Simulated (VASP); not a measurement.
## Co: single point with r2SCAN

Crystal: Co.

```
Co
1.0
     0.00000    2.33649    2.33649
     2.33649    0.00000    2.33649
     2.33649    2.33649    0.00000
Co
2
Direct
  0.00000 0.00000 0.00000
  0.50000 0.50000 0.50000
```

This isn't the form of Co at room conditions, which is hcp.

```
Program             : VASP 6.6.1
Task                : single point
Functional          : r2SCAN
Potentials or basis : VASP PAW PBE potentials, release 64 (Co)
Cutoff              : 520 eV
k mesh              : 14 × 14 × 14
Occupations         : fermi-dirac, width 0.05 eV
Spin                : collinear spin, ferromagnetic start
Starting moments    : [-2.018, -2.018] μB
```

```
Pressure                                              : -2.0 GPa
Net moment                                            : -4.07 μB per cell
Site moments                                          : Co -2.07 μB
Valence electrons inside the program's atomic spheres : Co 8.19
```

Levels at points of the mesh, in eV from the Fermi level:
Spin up:
```
           k point  band 3  band 4  band 5  band 6  band 7  band 8  band 9  band 10  band 11  band 12
(0.00, 0.00, 0.00)   -3.70   -2.49   -2.49   -2.49    1.29    1.29    1.45     1.45     1.45    12.18
(0.50, 0.00, 0.00)   -1.89   -1.89   -1.89   -1.89   -0.12   -0.12   -0.12    -0.12     1.09     1.09
(0.50, 0.50, 0.00)   -3.14   -2.73   -2.06    0.13    0.13    0.41    0.41     1.23     1.57     4.42
```
Spin down:
| k point | band 9 | band 10 | band 11 | band 12 | band 13 | band 14 |
| --- | --- | --- | --- | --- | --- | --- |
| (0.00, 0.00, 0.00) | -2.32 | -0.86 | -0.86 | 11.55 | 11.55 | 11.55 |
| (0.50, 0.00, 0.00) | -3.20 | -3.20 | -1.36 | -1.36 | 12.44 | 12.44 |
| (0.50, 0.50, 0.00) | -2.23 | -1.81 | -0.92 | 2.94 | 4.67 | 4.67 |

It took 5.3 min on 1 thread of AMD EPYC 9R45 96-Core Processor (Zen 5), with other jobs on the host, peak memory 0.2 GiB.

Caveat: the PAW data sets were made with another functional, which shifts forces and pressure a little.
